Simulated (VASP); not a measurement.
NaCl, 2 atoms in the cell. It takes space group I4/mmm (No. 139, tetragonal). The conventional cell has a = 4.325 Å, b = 4.325 Å, c = 5.890 Å, α = 90.00°, β = 90.00°, γ = 90.00°. Na (site symmetry 4/mmm) has 6 Cl at 2.95 to 3.06 Å within 3.9 Å. Cl (site symmetry 4/mmm) has 6 Na at 2.95 to 3.06 Å within 3.9 Å.  This cell differs from its parent crystal: strain +0.080 along x and y, +0.040 along z.

- Program: VASP 6.6.1
- Task: single point
- Functional: PBE
- Potentials or basis: VASP PAW PBE potentials, release 64 (Na_pv, Cl)
- Cutoff: 520 eV
- k mesh: 8 × 8 × 8
- Occupations: gaussian, width 0.05 eV
- Spin: no spin polarisation
- Dipole correction: no
- Further INCAR settings: ALGO = Normal; EDIFF = 1e-06; NBANDS = 14

Potentials or basis: VASP PAW PBE potentials, release 64 (Na_pv, Cl).

The run is started by

```console
$ cat potpaw_PBE.64/Na_pv/POTCAR potpaw_PBE.64/Cl/POTCAR > POTCAR
$ mpirun -np 1 vasp_std > vasp.out
```

Hardware: 1 thread of Intel(R) Xeon(R) Platinum 8375C CPU @ 2.90GHz (Ice Lake) (shared host).

Question: Estimate the wall time of this run.

Answer: Wall time 28 s on 1 thread of Intel(R) Xeon(R) Platinum 8375C CPU @ 2.90GHz (Ice Lake), with other jobs on the host, peak memory 0.19 GiB. Counts: scf iterations 13, k points 59.
